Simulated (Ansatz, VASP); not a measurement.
## One calculation of Pb, two programs

```xyz
1
Lattice="0.0000 2.4750 2.4750 2.4750 0.0000 2.4750 2.4750 2.4750 0.0000" Properties=species:S:1:pos:R:3 pbc="T T T"
Pb    0.0000    0.0000    0.0000
```

Alike in both runs: functional revPBE; k mesh 5 × 5 × 5; occupations fermi-dirac, width 0.05 eV; no spin polarisation.

|  | VASP | Ansatz |
| --- | --- | --- |
| version | VASP 6.6.1 | Ansatz 0.2.0 |
| potentials or method | VASP PAW PBE potentials, release 64 (Pb_d) | Ansatz PAW |
| plane-wave cutoff (eV) | 520 | 420 |
| valence electrons in the cell | 14 | 14 |
| task | single point | band structure |

Ansatz gave:

```
gap on the k mesh at the Fermi level (eV) : none
pressure (GPa)                            : 3.1
```

Task: Which values does VASP return?

Result: gap on the k mesh at the Fermi level (eV): none; pressure (GPa): 3.0.

VASP's potentials were made for PBE, not for revPBE. A gap of «none» marks a metal or a gap that the smearing closes.

The k mesh is coarse, so the values compare programs but aren't converged. Neither program's run includes spin-orbit coupling.
